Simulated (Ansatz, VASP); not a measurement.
**NiRu2: VASP beside Ansatz**

```xyz
6
Lattice="0.0000 3.5255 3.5255 3.5255 0.0000 3.5255 3.5255 3.5255 0.0000" Properties=species:S:1:pos:R:3 pbc="T T T"
Ni    0.0000    0.0000    0.0000
Ni    1.7628    1.7628    1.7628
Ru    4.4069    4.4069    4.4069
Ru    4.4069    2.6442    2.6442
Ru    2.6442    2.6442    4.4069
Ru    2.6442    4.4069    2.6442
```

Alike in both runs: functional PBE; k mesh 4 × 4 × 4; occupations gaussian, width 0.1 eV; collinear spin.

Ansatz relaxed the structure, and its values are those at the end. VASP's run is a single point on that final structure, the one shown.

```csv
,VASP,Ansatz
version,VASP 6.6.1,Ansatz 0.2.0
potentials or method,"VASP PAW PBE potentials, release 64 (Ni, Ru_pv), cutoff 520 eV","scalar-relativistic, plane waves, PAW"
valence electrons in the cell,76,100
```

VASP gave:

* gap on the k mesh at the Fermi level (eV): none
* pressure (GPa): 0.1
* net moment per atom (μB): 0.73
* size of the moment on the site where the two differ most (μB): 0.75

**Question.** What did Ansatz give for the same quantities?

**Answer.** gap on the k mesh at the Fermi level (eV): none; pressure (GPa): 0.0; net moment per atom (μB): 0.73; size of the moment on the site where the two differ most (μB): 0.70.

Site moments also hang on the region over which each program counts them. A gap of «none» marks a metal or a gap that the smearing closes. VASP's potentials hold 76 valence electrons a cell and Ansatz's 100, so a difference there can come from the potentials and not from the codes.

The k mesh is coarse, so the values compare programs but aren't converged.
